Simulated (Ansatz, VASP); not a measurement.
Two plane-wave programs on C

File INCAR:

```
PREC = Accurate
ENCUT = 520
EDIFF = 1E-7
ISMEAR = 0
SIGMA = 0.05
LREAL = Auto
LASPH = True
NELM = 80
ALGO = Normal
ISIF = 2
LWAVE = False
LCHARG = False
GGA = PE
NBANDS = 43
```

File KPOINTS:

```
regular mesh
0
Gamma
  6 6 6
```

File POSCAR:

```
C
1.0
    3.5715485858      0.0000000000     -3.5715485858
    0.0000000000      3.5715485858     -3.5715485858
    3.5715485858      3.5715485858      0.0000000000
C
15
Direct
    0.2500000000      0.2500000000      0.2500000000
    0.2500000000      0.7500000000      0.7500000000
    0.2500000000      0.7500000000      0.2500000000
    0.7500000000      0.2500000000      0.7500000000
    0.7500000000      0.2500000000      0.2500000000
    0.7500000000      0.7500000000      0.7500000000
    0.7500000000      0.7500000000      0.2500000000
    0.1250000000      0.1250000000      0.1250000000
    0.1250000000      0.1250000000      0.6250000000
    0.1250000000      0.6250000000      0.1250000000
    0.2694029523      0.6718750000      0.5293610239
    0.6250000000      0.1250000000      0.1250000000
    0.6250000000      0.1250000000      0.6250000000
    0.6250000000      0.6250000000      0.1250000000
    0.6250000000      0.6250000000      0.6250000000
```

Input for Ansatz:

```yaml
crystal:
  lattice:
    - [3.5715485858, 0.0, -3.5715485858]
    - [0.0, 3.5715485858, -3.5715485858]
    - [3.5715485858, 3.5715485858, 0.0]
  atoms:
    - { symbol: C, position: [0.25, 0.25, 0.25] }
    - { symbol: C, position: [0.25, 0.75, 0.75] }
    - { symbol: C, position: [0.25, 0.75, 0.25] }
    - { symbol: C, position: [0.75, 0.25, 0.75] }
    - { symbol: C, position: [0.75, 0.25, 0.25] }
    - { symbol: C, position: [0.75, 0.75, 0.75] }
    - { symbol: C, position: [0.75, 0.75, 0.25] }
    - { symbol: C, position: [0.125, 0.125, 0.125] }
    - { symbol: C, position: [0.125, 0.125, 0.625] }
    - { symbol: C, position: [0.125, 0.625, 0.125] }
    - { symbol: C, position: [0.2694029523, 0.671875, 0.5293610239] }
    - { symbol: C, position: [0.625, 0.125, 0.125] }
    - { symbol: C, position: [0.625, 0.125, 0.625] }
    - { symbol: C, position: [0.625, 0.625, 0.125] }
    - { symbol: C, position: [0.625, 0.625, 0.625] }
basis:
  ecutwfc: 420
kpoints:
  mp_grid: { grid: [6, 6, 6] }
hamiltonian:
  xc: pbe
  pseudopotentials: { kind: paw, azcp: { folder: soft_1 } }
scf:
  occupations: { method: gaussian, width: 0.05 }
output:
  forces: true
  stress: true
  eigenvalues: true
  write_density: true
  write_potential: true
  elf: true
  volumetric_format: npy
```

Change from the starting cell: C vacancy; atom 11 moved -0.125 of the way to it and -0.700 Å across, host rigid.

Alike in both runs: task single point; functional PBE; k mesh 6 × 6 × 6; occupations gaussian, width 0.05 eV; no spin polarisation.

|  | VASP | Ansatz |
| --- | --- | --- |
| version | VASP 6.6.1 | Ansatz 0.2.0 |
| potentials or method | VASP PAW PBE potentials, release 64 (C), cutoff 520 eV | scalar-relativistic, plane waves, PAW |
| valence electrons in the cell | 60 | 60 |

```tsv
	VASP	Ansatz	Ansatz less VASP
gap on the k mesh at the Fermi level (eV)	none	none	-
pressure (GPa)	11.5	10.6	-0.91
traceless stress, the component that is largest in VASP (GPa)	7.10	7.07	-0.029
rms of the force components (eV/Å)	2.413	2.414	+0.0008
```

Atom by atom the forces differ by 0.013 eV/Å (rms over components). A gap of «none» marks a metal or a gap that the smearing closes.
